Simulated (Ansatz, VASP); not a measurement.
## One calculation of LiCl, two programs

The input POSCAR:

```
LiCl
1.0
    0.0000000000      2.6032314000      2.5647600000
    2.6032314000      0.0000000000      2.5647600000
    2.6032314000      2.6032314000      0.0000000000
Li Cl
1 1
Direct
    0.0000000000      0.0000000000      0.0000000000
    0.5000000000      0.5000000000      0.5000000000
```

INCAR.step1

```
SYSTEM = LiCl
PREC = Accurate
ENCUT = 520
ISMEAR = 0
SIGMA = 0.05
LREAL = .False.
LASPH = .True.
NELM = 80
NBANDS = 12
GGA = PE
ALGO = Normal
EDIFF = 1E-4
LWAVE = .True.
LCHARG = .False.
```

File INCAR.step2:

```
SYSTEM = LiCl
PREC = Accurate
ENCUT = 520
EDIFF = 1E-6
ISMEAR = 0
SIGMA = 0.05
LREAL = .False.
LASPH = .True.
NELM = 80
ALGO = Normal
ISIF = 2
LWAVE = .False.
LCHARG = .False.
METAGGA = R2SCAN
LMIXTAU = .True.
NBANDS = 12
ISTART = 1
```

Contents of KPOINTS:

```
Automatic mesh
0
Gamma
  8 8 8
  0 0 0
```

Input for Ansatz:

```yaml
crystal:
  lattice:
    - [0.0, 2.6032314, 2.56476]
    - [2.6032314, 0.0, 2.56476]
    - [2.6032314, 2.6032314, 0.0]
  atoms:
    - { symbol: Li, position: [0.0, 0.0, 0.0] }
    - { symbol: Cl, position: [0.5, 0.5, 0.5] }
basis:
  ecutwfc: 500
kpoints:
  mp_grid: { grid: [8, 8, 8] }
hamiltonian:
  xc: r2scan
scf:
  occupations: { method: gaussian, width: 0.05 }
output:
  forces: true
  stress: true
  eigenvalues: true
```

Change from the starting cell: strain +0.015 along x and y, +0.000 along z, atoms carried along.

Alike in both runs: task single point; functional r2SCAN; k mesh 8 × 8 × 8; occupations gaussian, width 0.05 eV; no spin polarisation.

|  | VASP | Ansatz |
| --- | --- | --- |
| version | VASP 6.6.1 | Ansatz 0.2.0 |
| potentials or method | VASP PAW PBE potentials, release 64 (Li_sv, Cl), cutoff 520 eV | scalar-relativistic, plane waves, PAW |
| valence electrons in the cell | 10 | 10 |

|  | VASP | Ansatz | Ansatz less VASP |
| --- | --- | --- | --- |
| gap on the k mesh at the Fermi level (eV) | 7.10 | 7.03 | -0.065 |
| least direct gap on the mesh (eV) | 7.10 | 7.03 | -0.065 |

VASP's potentials were made for PBE, not for r2SCAN. The functional is the same, so the differences come from potentials, cutoffs and numerics.

Noted on VASP's run: the cutoff is under 1.25 times that of the potentials, so the pressure is a little rough.
